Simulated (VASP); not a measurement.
Wanted: the native input for a VASP 6.6.1 run.

* Task: single point
* Functional: PBE
* Potentials or basis: VASP PAW PBE potentials, release 64 (Ta_pv, Si, O)
* Cutoff: 520 eV
* k mesh: 4 × 4 × 6
* Occupations: gaussian, width 0.1 eV
* Spin: no spin polarisation
* Dipole correction: no
* Further INCAR settings: ALGO = Normal; EDIFF = 1e-06; NBANDS = 28

The structure of TaSiO4 lies in POSCAR:

```
TaSiO4
1.0
    5.4247429134      0.0000000000      0.0000000000
    0.0000000000      5.4247429134      0.0000000000
    0.0000000000      0.0000000000      3.0253139763
Ta Si O
1 1 4
Direct
    0.0000000000      0.0000000000      0.5000000000
    0.5000000000      0.5000000000      0.0000000000
    0.6511176889      0.0000000000      0.5000000000
    0.3488823111      0.0000000000      0.5000000000
    0.0000000000      0.6511176889      0.5000000000
    0.0000000000      0.3488823111      0.5000000000
```

These files were run (other wordings do the same):

INCAR

```
PREC = Accurate
ENCUT = 520
EDIFF = 1E-6
ISMEAR = 0
SIGMA = 0.1
LREAL = F
LASPH = T
NELM = 80
ALGO = Normal
ISIF = 2
LWAVE = F
LCHARG = T
GGA = PE
LELF = T
LVHAR = T
NBANDS = 28
```

KPOINTS

```
regular mesh
0
Gamma
  4 4 6
```

Potentials or basis: VASP PAW PBE potentials, release 64 (Ta_pv, Si, O).

Command:

```console
$ cat potpaw_PBE.64/Ta_pv/POTCAR potpaw_PBE.64/Si/POTCAR potpaw_PBE.64/O/POTCAR > POTCAR
$ mpirun -np 1 vasp_std > vasp.out
```

Results of the run:

```json
{"Pressure": "0.6 GPa", "Largest force": "0.162 eV/Å"}
```

Caveat: an odd number of electrons without spin polarisation forces a metal; a magnetic or distorted state may lie lower.

It took 20 s on 1 thread of Intel(R) Xeon(R) 6975P-C (Granite Rapids) (shared host), peak memory 0.22 GiB.
